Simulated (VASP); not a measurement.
Wanted: the native input for a VASP 6.6.1 run.

* Task: single point
* Functional: PBEsol
* Potentials or basis: VASP PAW PBE potentials, release 64 (Hg)
* Cutoff: 520 eV
* k mesh: 20 × 20 × 20
* Occupations: gaussian, width 0.1 eV
* Spin: no spin polarisation
* Dipole correction: no
* Further INCAR settings: ALGO = Fast; EDIFF = 1e-07; NBANDS = 19

The structure of Hg lies in POSCAR:

```
Hg
1.0
   -2.8794447781      2.8794447781      1.5000114994
    2.8794447781     -2.8794447781      1.5000114994
    2.8794447781      2.8794447781     -1.5000114994
Hg
2
Direct
    0.7500000000      0.2500000000      0.5000000000
    0.0000000000      0.0000000000      0.0000000000
```

The input as run:

INCAR

```
ALGO = Fast ; EDIFF = 1E-7
ENCUT = 520 ; GGA = PS
ISIF = 2 ; ISMEAR = 0
LASPH = True ; LCHARG = False
LREAL = False ; LWAVE = False
NBANDS = 19 ; NELM = 60
PREC = Accurate ; SIGMA = 0.1
```

KPOINTS

```
k-points
0
Gamma
  20 20 20
```

Potentials or basis: VASP PAW PBE potentials, release 64 (Hg).

Run with:

```sh
$ cat potpaw_PBE.64/Hg/POTCAR > POTCAR
$ mpirun -np 1 vasp_std > vasp.out
```

It gave:

```
Pressure               : 0.4 GPa
Band gap on the k mesh : zero (bands 12 and 13 overlap by 4.93 eV)
```

Caveat: the PAW data sets were made with another functional, which shifts forces and pressure a little; spin-orbit coupling is left out, which moves the levels of the heavy elements.

It took 3.8 min on 1 thread of Intel(R) Xeon(R) Platinum 8488C (Sapphire Rapids) (shared host), peak memory 0.57 GiB.
